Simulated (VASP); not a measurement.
A run of VASP 6.6.1 is set up as follows.

Contents of INCAR:

```
SYSTEM = Ge
ALGO = Normal ; EDIFF = 1E-6
ENCUT = 520 ; GGA = PE
ISIF = 2 ; ISMEAR = 0
LASPH = .TRUE. ; LCHARG = .FALSE.
LREAL = .FALSE. ; LWAVE = .FALSE.
NBANDS = 36 ; NELM = 100
PREC = Accurate ; SIGMA = 0.1
```

File KPOINTS:

```
k-points
0
G
  12 12 10
  0 0 0
```

Contents of POSCAR:

```
Ge
1.0
    4.2775989177      0.0000000000      0.0000000000
    0.0000000000      4.2775989177      0.0000000000
    0.0000000000      0.0000000000      4.4160779431
Ge
4
Direct
    0.0000000000      0.0000000000      0.5000000000
    0.5000000000      0.5000000000      0.5000000000
    0.0000000000      0.5000000000      0.8933451171
    0.5000000000      0.0000000000      0.1066548829
```

Potentials or basis: VASP PAW PBE potentials, release 64 (Ge_d).

The run is started by

```console
$ cat potpaw_PBE.64/Ge_d/POTCAR > POTCAR
$ mpirun -np 1 vasp_std > vasp.out
```

(1) What does it give for the largest force?

(2) Predict the band gap on the k mesh.

## Answers

(1) 0.005 eV/Å.

(2) zero (bands 28 and 29 overlap by 2.56 eV).
